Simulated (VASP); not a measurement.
# O (R-3m) in VASP: notebook

The runs below take O through single point, with BLYP, PBEsol, RPBE.

All numbers are computed with VASP 6.6.1; they aren't measurements. Logs are shortened: lines on timing, memory, paths and dates and some standing lists are left out, and cuts for length are marked.

**1. The cell of the first run**

It takes space group R-3m (No. 166, trigonal). The conventional cell has a = 2.847 Å, b = 2.847 Å, c = 10.225 Å, α = 90.00°, β = 90.00°, γ = 120.00°. Within 1.6 Å of O (site symmetry 3m) lie 1 O at 1.18 Å.

**2. Single point, BLYP**

Contents of INCAR:

```
SYSTEM = O
  AGGAC = 1.0
  AGGAX = 1.0
  ALDAC = 0.0
  ALDAX = 1.0
  ALGO = Normal
  EDIFF = 1E-6
  ENCUT = 600
  GGA = B5
  GGA_COMPAT = .False.
  ISIF = 2
  ISMEAR = 0
  LASPH = .True.
  LCHARG = .True.
  LELF = .True.
  LREAL = .False.
  LVHAR = .True.
  LWAVE = .False.
  NBANDS = 13
  NELM = 120
  PREC = Accurate
  SIGMA = 0.1
```

Contents of KPOINTS:

```
k-points
0
Gamma
  6 6 6
  0 0 0
```

Contents of POSCAR:

```
O
1.0
    1.4233490221      0.8217709410      3.4083000000
   -1.4233490221      0.8217709410      3.4083000000
    0.0000000000     -1.6435418821      3.4083000000
O
2
Direct
    0.0577000000      0.0577000000      0.0577000000
    0.9423000000      0.9423000000      0.9423000000
```

Potentials or basis: VASP PAW PBE potentials, release 64 (O).

The run is started by

```bash
$ cat potpaw_PBE.64/O/POTCAR > POTCAR
$ mpirun -np 1 vasp_std > vasp.out
```

OUTCAR:

```text
SYSTEM = O
   EDIFF = 1E-6
   ENCUT = 600
   GGA = B5
   ISIF = 2
   ISMEAR = 0
   LASPH = .True.
   LREAL = .False.
   NELM = 120
   PREC = Accurate

 ion  position               nearest neighbor table
   1  0.058  0.058  0.058-   2 1.18
   2  0.942  0.942  0.942-   1 1.18

  LATTYP: Found a trigonal (rhomboedric) cell.
 ALAT       =     3.7838788046
 COS(alpha) =     0.7170052526

  Lattice vectors:

 A1 = (   1.4233490221,   0.8217709410,   3.4083000000)
 A2 = (  -1.4233490221,   0.8217709410,   3.4083000000)
 A3 = (   0.0000000000,  -1.6435418821,   3.4083000000)

Analysis of symmetry for initial positions (statically):
=====================================================================
 Subroutine PRICEL returns:
 Original cell was already a primitive cell.

 Routine SETGRP: Setting up the symmetry group for a
 trigonal (rhombohedral) supercell.

 Subroutine GETGRP returns: Found 12 space group operations
 (whereof 12 operations were pure point group operations)
 out of a pool of 12 trial point group operations.

The static configuration has the point symmetry D_3d.

Analysis of symmetry for dynamics (positions and initial velocities):
=====================================================================
 Subroutine PRICEL returns:
 Original cell was already a primitive cell.

 Routine SETGRP: Setting up the symmetry group for a
 trigonal (rhombohedral) supercell.

 Subroutine GETGRP returns: Found 12 space group operations
 (whereof 12 operations were pure point group operations)
 out of a pool of 12 trial point group operations.

The dynamic configuration has the point symmetry D_3d.

 Subroutine INISYM returns: Found 12 space group operations
 (whereof 12 operations are pure point group operations),
 and found     1 'primitive' translations

----------------------------------------------------------------------------------------

                                     Primitive cell

  volume of cell :      23.9195

  direct lattice vectors                    reciprocal lattice vectors
     1.423349022  0.821770941  3.408300000     0.351284184  0.202814018  0.097800467
    -1.423349022  0.821770941  3.408300000    -0.351284184  0.202814018  0.097800467
     0.000000000 -1.643541882  3.408300000     0.000000000 -0.405628037  0.097800467

  length of vectors
     3.783878805  3.783878805  3.783878805     0.417251765  0.417251765  0.417251765

  position of ions in fractional coordinates (direct lattice)
     0.057700000  0.057700000  0.057700000
     0.942300000  0.942300000  0.942300000

  ion indices of the primitive-cell ions
   primitive index   ion index
                 1           1
                 2           2

----------------------------------------------------------------------------------------

 KPOINTS: k-points

Automatic generation of k-mesh.
 Grid dimensions read from file:
 generate k-points for:    6    6    6

 Generating k-lattice:

  Cartesian coordinates                     Fractional coordinates (reciprocal lattice)
     0.058547364  0.033802336  0.016300078     0.166666667 -0.000000000  0.000000000
    -0.058547364  0.033802336  0.016300078    -0.000000000  0.166666667  0.000000000
     0.000000000 -0.067604673  0.016300078     0.000000000  0.000000000  0.166666667

  Length of vectors
     0.069541961  0.069541961  0.069541961

  Shift w.r.t. Gamma in fractional coordinates (k-lattice)
     0.000000000  0.000000000  0.000000000

 Subroutine IBZKPT returns following result:
 ===========================================

 Found     32 irreducible k-points:

 Following reciprocal coordinates:
            Coordinates               Weight
  0.000000  0.000000  0.000000      1.000000
  0.166667  0.000000  0.000000      6.000000
  0.333333  0.000000  0.000000      6.000000
  0.500000  0.000000  0.000000      3.000000
  0.166667  0.166667  0.000000      6.000000
  0.333333  0.166667  0.000000     12.000000
[... 16 lines left out ...]
  0.500000  0.500000  0.166667      6.000000
 -0.333333  0.500000  0.166667     12.000000
 [... further k-points ...]
   k-points           NKPTS =     32   k-points in BZ     NKDIM =     32   number of bands    NBANDS=     13
   number of dos      NEDOS =    301   number of ions     NIONS =      2
   total plane-waves  NPLWV =  27000
   dimension x,y,z NGX =    30 NGY =   30 NGZ =   30
   dimension x,y,z NGXF=    60 NGYF=   60 NGZF=   60
   ions per type =               2
   NGX,Y,Z   is equivalent  to a cutoff of  13.18, 13.18, 13.18 a.u.
   NGXF,Y,Z  is equivalent  to a cutoff of  26.36, 26.36, 26.36 a.u.
 SYSTEM =  O
   PREC   = accura    normal or accurate (medium, high low for compatibility)
   ISTART =      0    job   : 0-new  1-cont  2-samecut
   ICHARG =      2    charge: 1-file 2-atom 10-const
   ISPIN  =      1    spin polarized calculation?
   LNONCOLLINEAR =      F non collinear calculations
   LSORBIT =      F    spin-orbit coupling
   LASPH  =      T    aspherical Exc in radial PAW
   ENCUT  =  600.0 eV  44.10 Ry    6.64 a.u.   7.56  7.56  7.56*2*pi/ulx,y,z
   NELM   =    120;   NELMIN=  2; NELMDL= -5     # of ELM steps
   EDIFF  = 0.1E-05   stopping-criterion for ELM
   LREAL  =      F    real-space projection
[... 7 lines left out ...]
   TEBEG  =    0.0;   TEEND  =   0.0 temperature during run
   PSTRESS=    0.0 pullay stress
   NELECT =      12.0000    total number of electrons
   NUPDOWN=      -1.0000    fix difference up-down
   EMIN   =  10.00;   EMAX   =-10.00  energy-range for DOS
   EFERMI =   0.00;   METHOD = LEGACY
   ISMEAR =     0;   SIGMA  =   0.10  broadening in eV -4-tet -1-fermi 0-gaus
   EFERMI_NEDOS =   21; number of points for ismear=-14 and -15
   IALGO  =     38    algorithm
   IMIX   =      4    mixing-type and parameters
     AMIX     =   0.40;   BMIX     =  1.00
     AMIX_MAG =   1.60;   BMIX_MAG =  1.00
  volume/ion in A,a.u.               =      11.96        80.71
  Fermi-wavevector in a.u.,A,eV,Ry     =   1.300823  2.458199 23.022964  1.692140
  Thomas-Fermi vector in A             =   2.431997
   LORBIT       =      0    0 simple, 1 ext, 2 COOP (PROOUT), +10 PAW based schemes
   GGA     = B5    functional components
   LHFCALC =     F    Hartree Fock is set to
   AEXX    =    0.0000 exact exchange contribution
   IVDW    =     0    specifies the selected vdW correction
   LEPSILON=     F    determine dielectric tensor
   LRPA    =     F    only Hartree local field effects (RPA)
 non-spin polarized calculation
 Gauss-broadening in eV      SIGMA  =   0.10
  energy-cutoff  :      600.00
  volume of cell :       23.92
 maximum number of plane-waves:       818
   NGX = 15   NGY = 15   NGZ = 15

 number of electron      12.0000001 magnetization

 Free energy of the ion-electron system (eV)
  ---------------------------------------------------
  ext. energy  EPLUGINS =         0.00000000
  ---------------------------------------------------
  free energy    TOTEN  =        -8.68032900 eV

  energy without entropy =       -8.67309462  energy(sigma->0) =       -8.67671181

 E-fermi :   0.5582     XC(G=0):  -8.9924

 val. band max:        0.4267230151   @ k =   0.5000   0.1667   0.0000
 cond. band min:       0.5944622120   @ k =   0.5000   0.0000   0.0000
 fundamental gap:      0.1677391968
 Fermi energy:         0.5582083132

 k-point     1 :       0.0000    0.0000    0.0000
  band No.  band energies     occupation
      1     -27.4384      2.00000
      2     -13.1971      2.00000
      3      -8.5489      2.00000
      4      -5.9721      2.00000
      5      -5.9721      2.00000
      6       1.0823      0.00000
      7       1.0823      0.00000
      8       8.9446      0.00000
      9      12.2193      0.00000
     10      15.6698      0.00000
     11      19.3035      0.00000
     12      21.8347      0.00000
     13      21.8347      0.00000

 k-point     2 :       0.1667    0.0000    0.0000
  band No.  band energies     occupation
      1     -27.3517      2.00000
      2     -13.1644      2.00000
      3      -8.4048      2.00000
      4      -6.3985      2.00000
      5      -6.0707      2.00000
      6       0.7242      0.01889
      7       0.9570      0.00000
      8       9.7556      0.00000
      9      12.1980      0.00000
     10      15.7686      0.00000
     11      18.6460      0.00000
     12      20.4050      0.00000
     13      22.8953      0.00000

 k-point     3 :       0.3333    0.0000    0.0000
  band No.  band energies     occupation
      1     -27.1729      2.00000
      2     -13.0857      2.00000
      3      -8.2154      2.00000
      4      -7.0894      2.00000
      5      -6.2614      2.00000
      6       0.0856      2.00000
      7       0.7131      0.02850
      8      11.0110      0.00000
      9      12.4032      0.00000
     10      15.4651      0.00000
     11      16.9641      0.00000
     12      20.2272      0.00000
     13      21.7615      0.00000
[... 305 lines left out ...]
 k-point    23 :       0.5000    0.5000    0.1667
  band No.  band energies     occupation
      1     -27.1341      2.00000
      2     -13.6846      2.00000
      3      -7.6429      2.00000
      4      -6.5583      2.00000
      5      -6.4425      2.00000
      6      -0.2978      2.00000
      7       1.1786      0.00000
      8      10.0911      0.00000
      9      12.2459      0.00000
     10      14.9584      0.00000
     11      16.2143      0.00000
     12      20.5341      0.00000
     13      22.9878      0.00000

 k-point    24 :      -0.3333    0.5000    0.1667
  band No.  band energies     occupation
      1     -27.0567      2.00000
      2     -13.4239      2.00000
      3      -7.8323      2.00000
      4      -6.8632      2.00000
      5      -6.6164      2.00000
      6      -0.5183      2.00000
      7       0.8206      0.00021
      8      10.6886      0.00000
      9      13.2240      0.00000
     10      14.7250      0.00000
     11      16.6054      0.00000
     12      19.6773      0.00000
     13      22.2522      0.00000

 [... further k-points ...]
[... 5 lines left out ...]
  --------------------------------------------------------------------------------------
  -------------------------------------------------------------------------------------
  Total       -0.7703824     -0.7703824      6.7673009      0.0000000     -0.0000000      0.0000000
  in kB      -51.6019002    -51.6019002    453.2886190      0.0000000     -0.0000000      0.0000000
  external PRESSURE =     116.6949395 kB  Pullay stress =       0.0000000 kB

 VOLUME and BASIS-vectors are now :
 -----------------------------------------------------------------------------
  energy-cutoff  :      600.00
  volume of cell :       23.92
      direct lattice vectors                 reciprocal lattice vectors
     1.423349022  0.821770941  3.408300000     0.351284184  0.202814018  0.097800467
    -1.423349022  0.821770941  3.408300000    -0.351284184  0.202814018  0.097800467
     0.000000000 -1.643541882  3.408300000     0.000000000 -0.405628037  0.097800467

 POSITION                                       TOTAL-FORCE (eV/Angst)
 -----------------------------------------------------------------------------------
      0.00000     -0.00000      0.58998         0.000000     -0.000000      4.866734
      0.00000     -0.00000      9.63492         0.000000      0.000000     -4.866734
 -----------------------------------------------------------------------------------
    total drift:                               -0.000000     -0.000000      0.000000

  FREE ENERGIE OF THE ION-ELECTRON SYSTEM (eV)
  ---------------------------------------------------
  free  energy   TOTEN  =        -8.6803290023 eV

  energy  without entropy=       -8.6730946167  energy(sigma->0) =       -8.67671181
```

Run time: 21 s. Hardware: 1 thread of AMD EPYC 7R43 (Zen 3), shared host; peak memory 0.12 GiB.

Results:

```yaml
Free_energy: -8.6803 eV
Pressure: 11.7 GPa
Largest_force: 4.867 eV/Å
Band_gap_on_the_k_mesh: zero (band 6 reaches 1.33 eV, above the bottom of band 7 at 0.23 eV)
```

Forces in eV/Å, atoms in the order of the input:
```
O    0.000  0.000  4.867
O    0.000  0.000 -4.867
```

Caveat: the k points lie up to 0.44 Å⁻¹ apart; the standard files for N, O and F lose accuracy on very short bonds; spin is off for a triplet molecule; the PAW data sets were made with another functional, which shifts forces and pressure a little.

(Continued in part 2 of 2.)
